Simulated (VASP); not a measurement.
# BN (R3m) in VASP: further runs

The runs below take BN through single point, with PBE.

Everything below comes from runs of VASP 6.6.1. Logs are shortened: lines on timing, memory, paths and dates and some standing lists are left out, and cuts for length are marked.

## (1) The cell of the first run

Symmetry: R3m, No. 160, trigonal system. Conventional cell: a = 2.730 Å, b = 2.730 Å, c = 6.309 Å, α = 90.00°, β = 90.00°, γ = 120.00°. B (site symmetry 3m) has 4 N at 1.61 to 1.78 Å within 2.1 Å. N (site symmetry 3m) has 4 B at 1.61 to 1.78 Å within 2.1 Å.

## (2) Single point, PBE (strained and its atoms moved)

File INCAR:

```
SYSTEM = BN
  PREC = Accurate
  ENCUT = 520
  EDIFF = 1E-6
  ISMEAR = 0
  SIGMA = 0.02
  LREAL = .False.
  LASPH = .True.
  NELM = 80
  ALGO = Normal
  ISIF = 2
  LWAVE = .False.
  LCHARG = .False.
  GGA = PE
  NBANDS = 11
```

File KPOINTS:

```
Automatic mesh
0
Gamma
  12 12 12
  0 0 0
```

File POSCAR:

```
BN
1.0
    0.0000000000      1.9301208646      1.9301208646
    1.8576008246      0.0725200400      1.8576008246
    1.9301208646      1.9301208646      0.0000000000
B N
1 1
Direct
    0.0159225028     -0.0477675083      0.0159225028
    0.7340774972      0.7977675083      0.7340774972
```

Potentials or basis: VASP PAW PBE potentials, release 64 (B, N).

Command:

```
cat potpaw_PBE.64/B/POTCAR potpaw_PBE.64/N/POTCAR > POTCAR
mpirun -np 1 vasp_std > vasp.out
```

OUTCAR:

```text
SYSTEM = BN
   PREC = Accurate
   ENCUT = 520
   EDIFF = 1E-6
   ISMEAR = 0
   LREAL = .False.
   LASPH = .True.
   NELM = 80
   ISIF = 2
   GGA = PE

 ion  position               nearest neighbor table
   1  0.016  0.952  0.016-   2 1.61   2 1.61   2 1.61   2 1.78
   2  0.734  0.798  0.734-   1 1.61   1 1.61   1 1.61   1 1.78

  LATTYP: Found a trigonal (rhomboedric) cell.
 ALAT       =     2.6280450535
 COS(alpha) =     0.4606093692

  Lattice vectors:

 A1 = (  -0.0725200400,  -1.8576008246,   1.8576008246)
 A2 = (   1.8576008246,  -1.8576008246,  -0.0725200400)
 A3 = (   1.8576008246,   0.0725200400,   1.8576008246)

Analysis of symmetry for initial positions (statically):
=====================================================================
 Subroutine PRICEL returns:
 Original cell was already a primitive cell.

 Routine SETGRP: Setting up the symmetry group for a
 trigonal (rhombohedral) supercell.

 Subroutine GETGRP returns: Found  6 space group operations
 (whereof  6 operations were pure point group operations)
 out of a pool of 12 trial point group operations.

The static configuration has the point symmetry C_3v.

Analysis of symmetry for dynamics (positions and initial velocities):
=====================================================================
 Subroutine PRICEL returns:
 Original cell was already a primitive cell.

 Routine SETGRP: Setting up the symmetry group for a
 trigonal (rhombohedral) supercell.

 Subroutine GETGRP returns: Found  6 space group operations
 (whereof  6 operations were pure point group operations)
 out of a pool of 12 trial point group operations.

The dynamic configuration has the point symmetry C_3v.

 Subroutine INISYM returns: Found  6 space group operations
 (whereof  6 operations are pure point group operations),
 and found     1 'primitive' translations

----------------------------------------------------------------------------------------

                                     Primitive cell

  volume of cell :      13.5703

  direct lattice vectors                    reciprocal lattice vectors
     0.000000000  1.930120865  1.930120865    -0.264208434  0.264208434  0.253893836
     1.857600825  0.072520040  1.857600825     0.274523032 -0.274523032  0.274523032
     1.930120865  1.930120865  0.000000000     0.253893836  0.264208434 -0.264208434

  length of vectors
     2.729603104  2.628045054  2.729603104     0.451745805  0.475487839  0.451745805

  position of ions in fractional coordinates (direct lattice)
     0.015922503  0.952232492  0.015922503
     0.734077497  0.797767508  0.734077497

[... 81 lines left out ...]
   NFREE  =      0    steps in history (QN), initial steepest desc. (CG)
   ISIF   =      2    stress and relaxation
   ISYM   =      2    0-nonsym 1-usesym 2-fastsym
   POTIM  = 0.5000    time-step for ionic-motion
   TEBEG  =    0.0;   TEEND  =   0.0 temperature during run
   PSTRESS=    0.0 pullay stress
   NELECT =       8.0000    total number of electrons
   NUPDOWN=      -1.0000    fix difference up-down
   EMIN   =  10.00;   EMAX   =-10.00  energy-range for DOS
   EFERMI =   0.00;   METHOD = LEGACY
   ISMEAR =     0;   SIGMA  =   0.02  broadening in eV -4-tet -1-fermi 0-gaus
   EFERMI_NEDOS =   21; number of points for ismear=-14 and -15
   IALGO  =     38    algorithm
   IMIX   =      4    mixing-type and parameters
     AMIX     =   0.40;   BMIX     =  1.00
     AMIX_MAG =   1.60;   BMIX_MAG =  1.00
  volume/ion in A,a.u.               =       6.79        45.79
  Fermi-wavevector in a.u.,A,eV,Ry     =   1.372697  2.594022 25.637426  1.884298
  Thomas-Fermi vector in A             =   2.498281
   LORBIT       =      0    0 simple, 1 ext, 2 COOP (PROOUT), +10 PAW based schemes
   GGA     = PE    functional components
   LHFCALC =     F    Hartree Fock is set to
   AEXX    =    0.0000 exact exchange contribution
   IVDW    =     0    specifies the selected vdW correction
   LEPSILON=     F    determine dielectric tensor
   LRPA    =     F    only Hartree local field effects (RPA)
 non-spin polarized calculation
 Gauss-broadening in eV      SIGMA  =   0.02
  energy-cutoff  :      520.00
  volume of cell :       13.57
 maximum number of plane-waves:       376
   NGX = 11   NGY =  9   NGZ = 11

 number of electron       8.0000001 magnetization

 Free energy of the ion-electron system (eV)
  ---------------------------------------------------
  ext. energy  EPLUGINS =         0.00000000
  ---------------------------------------------------
  free energy    TOTEN  =       -16.82945149 eV

  energy without entropy =      -16.82945149  energy(sigma->0) =      -16.82945149

 E-fermi :   7.5313     XC(G=0): -12.1758

 val. band max:        7.3450855210   @ k =   0.0000   0.0000   0.0000
 cond. band min:       9.6640591718   @ k =   0.5000   0.5000   0.0000
 fundamental gap:      2.3189736507
 Fermi energy:         7.5312890129

 k-point     1 :       0.0000    0.0000    0.0000
  band No.  band energies     occupation
      1     -12.9041      2.00000
      2       4.9732      2.00000
      3       4.9732      2.00000
      4       7.3451      2.00000
      5      13.2266      0.00000
      6      14.3010      0.00000
      7      14.3010      0.00000
      8      14.5832      0.00000
      9      27.9500      0.00000
     10      31.5072      0.00000
     11      31.6827      0.00000
[... 309 lines left out ...]
 k-point    24 :       0.3333    0.1667    0.0000
  band No.  band energies     occupation
      1     -10.9071      2.00000
      2      -0.0019      2.00000
      3       2.7085      2.00000
      4       4.8197      2.00000
      5      12.6130      0.00000
      6      15.7464      0.00000
      7      18.6620      0.00000
      8      18.7469      0.00000
      9      23.8785      0.00000
     10      28.9880      0.00000
     11      30.2214      0.00000

 [... further k-points ...]
[... 5 lines left out ...]
  --------------------------------------------------------------------------------------
  -------------------------------------------------------------------------------------
  Total       -3.0603540     -3.0603540     -3.0603540     -1.5137080     -1.5137080      1.5137080
  in kB     -361.3200221   -361.3200221   -361.3200221   -178.7156042   -178.7156042    178.7156042
  external PRESSURE =    -361.3200221 kB  Pullay stress =       0.0000000 kB

 VOLUME and BASIS-vectors are now :
 -----------------------------------------------------------------------------
  energy-cutoff  :      520.00
  volume of cell :       13.57
      direct lattice vectors                 reciprocal lattice vectors
     0.000000000  1.930120865  1.930120865    -0.264208434  0.264208434  0.253893836
     1.857600825  0.072520040  1.857600825     0.274523032 -0.274523032  0.274523032
     1.930120865  1.930120865  0.000000000     0.253893836  0.264208434 -0.264208434

 POSITION                                       TOTAL-FORCE (eV/Angst)
 -----------------------------------------------------------------------------------
      1.79960      0.13052      1.79960         1.598105     -1.598105      1.598105
      2.89879      2.89157      2.89879        -1.598105      1.598105     -1.598105
 -----------------------------------------------------------------------------------
    total drift:                               -0.000001      0.000001     -0.000001

  FREE ENERGIE OF THE ION-ELECTRON SYSTEM (eV)
  ---------------------------------------------------
  free  energy   TOTEN  =       -16.8294514934 eV

  energy  without entropy=      -16.8294514934  energy(sigma->0) =      -16.82945149
```

Run time: 12 s. Hardware: 1 thread of Intel Xeon 6975P-C, shared host; peak memory 0.14 GiB.

What came out:

* Free energy: -16.8295 eV
* Pressure: -36.1 GPa
* Largest force: 2.768 eV/Å
* Band gap on the k mesh: 2.32 eV, indirect (least direct gap 5.88 eV)

Forces on the atoms (eV/Å):
```
B    1.598 -1.598  1.598
N   -1.598  1.598 -1.598
```

Stress tensor (GPa, compression positive):
```
-36.13 -17.87  17.87
-17.87 -36.13 -17.87
 17.87 -17.87 -36.13
```

Levels at points of the mesh, in eV from the valence-band top:
```tsv
k point	band 1	band 2	band 3	band 4	band 5	band 6	band 7	band 8	band 9
(0.00, 0.00, 0.00)	-20.25	-2.37	-2.37	0.00	5.88	6.96	6.96	7.24	20.60
(0.50, 0.00, 0.00)	-16.78	-11.22	-3.99	-1.75	6.39	7.58	10.64	12.38	19.70
(0.00, 0.50, 0.00)	-16.21	-10.35	-3.85	-3.85	5.91	7.44	7.44	11.04	20.11
(0.50, 0.50, 0.00)	-15.45	-9.60	-6.46	-4.83	2.32	6.39	14.41	14.83	17.01
```

Caveat: the cell differs from its parent crystal (strained and its atoms moved); forces of over 1 eV/Å act on the atoms, so gaps and moduli don't describe the material at rest. A k mesh can miss the band edges.

## (3) Single point, PBE (strained and its atoms moved)

File INCAR:

```
PREC = Accurate
ENCUT = 600
EDIFF = 1E-6
ISMEAR = 0
SIGMA = 0.02
LREAL = F
LASPH = T
NELM = 120
ALGO = Normal
ISIF = 2
LWAVE = F
LCHARG = F
GGA = PE
NBANDS = 11
GGA_COMPAT = F
```

File KPOINTS:

```
regular mesh
0
Gamma
  12 12 12
```

File POSCAR:

```
BN
1.0
    0.0000000000      1.8776888757      1.8776888757
    1.8414288557      0.0362600200      1.8414288557
    1.8776888757      1.8776888757      0.0000000000
B N
1 1
Direct
    0.0159225028     -0.0477675083      0.0159225028
    0.7340774972      0.7977675083      0.7340774972
```

Potentials or basis: VASP PAW PBE potentials, release 64 (B, N).

Command:

```
cat potpaw_PBE.64/B/POTCAR potpaw_PBE.64/N/POTCAR > POTCAR
mpirun -np 1 vasp_std > vasp.out
```

It took 15 s on 1 thread of Intel Xeon 6975P-C, shared host; peak memory 0.16 GiB.

Results (log left out):

```yaml
Free_energy: -17.0344 eV
Pressure: -20.9 GPa
Largest_force: 2.642 eV/Å
Band_gap_on_the_k_mesh: 2.55 eV, indirect (least direct gap 6.68 eV)
```

Forces on the atoms (eV/Å):
```
B    1.525 -1.525  1.525
N   -1.525  1.525 -1.525
```

Stress tensor (GPa, compression positive):
```
-20.88 -13.41  13.41
-13.41 -20.88 -13.41
 13.41 -13.41 -20.88
```

Levels at points of the mesh, in eV from the valence-band top:
| k point | band 1 | band 2 | band 3 | band 4 | band 5 | band 6 | band 7 | band 8 |
| --- | --- | --- | --- | --- | --- | --- | --- | --- |
| (0.00, 0.00, 0.00) | -20.77 | -2.38 | -2.38 | 0.00 | 6.73 | 7.38 | 7.48 | 7.48 |
| (0.50, 0.00, 0.00) | -17.04 | -11.61 | -4.21 | -1.76 | 6.37 | 8.28 | 11.32 | 13.06 |
| (0.00, 0.50, 0.00) | -16.71 | -10.82 | -3.79 | -3.79 | 7.11 | 7.96 | 7.96 | 11.62 |
| (0.50, 0.50, 0.00) | -15.71 | -9.91 | -6.57 | -5.13 | 2.55 | 6.64 | 15.60 | 15.91 |

Caveat: the cell differs from its parent crystal (strained and its atoms moved); forces of over 1 eV/Å act on the atoms, so gaps and moduli don't describe the material at rest.
